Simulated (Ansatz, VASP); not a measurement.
Two plane-wave programs on ZrS

```
Zr S
1.0
     0.00000    2.47022    2.96426
     2.47022    0.00000    2.96426
     2.47022    2.47022    0.00000
Zr S
1 1
Direct
  0.00000 0.00000 0.00000
  0.50000 0.50000 0.50000
```

Alike in both runs: task single point; functional PBEsol; k mesh 18 × 18 × 18; occupations gaussian, width 0.15 eV; no spin polarisation.

```csv
,VASP,Ansatz
version,VASP 6.6.1,Ansatz 0.2.0
potentials or method,"VASP PAW PBE potentials, release 64 (Zr_sv, S), cutoff 520 eV","scalar-relativistic, plane waves, PAW"
valence electrons in the cell,18,18
```

Ansatz gave:

| Property | Result |
| --- | --- |
| gap on the k mesh at the Fermi level (eV) | none |
| pressure (GPa) | 3.8 |
| traceless stress, the component that is largest in VASP (GPa) | -20.87 |

Q: Estimate VASP's values.

A: gap on the k mesh at the Fermi level (eV): none; pressure (GPa): 4.0; traceless stress, the component that is largest in VASP (GPa): -21.01.

VASP's potentials were made for PBE, not for PBEsol. A gap of «none» marks a metal or a gap that the smearing closes.
